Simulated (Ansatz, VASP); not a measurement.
**BN: VASP beside Ansatz**

```
B N
1.0
     0.00000    1.75805    1.75805
     1.75805    0.00000    1.75805
     1.75805    1.75805    0.00000
B N
1 1
Direct
  0.00000 0.00000 0.00000
  0.25000 0.25000 0.25000
```

Alike in both runs: task single point; functional PBE; k mesh 10 × 10 × 10; no spin polarisation.

```csv
,VASP,Ansatz
version,VASP 6.6.1,Ansatz 0.2.0
potentials or method,"VASP PAW PBE potentials, release 64 (B, N), cutoff 600 eV","scalar-relativistic, plane waves, PAW"
occupations,"gaussian, width 0.01 eV",fixed
valence electrons in the cell,8,8
```

VASP gave:

* gap on the k mesh at the Fermi level (eV): 4.54
* least direct gap on the mesh (eV): 9.22

Task: Which values does Ansatz return?

Result: gap on the k mesh at the Fermi level (eV): 4.56; least direct gap on the mesh (eV): 9.23.
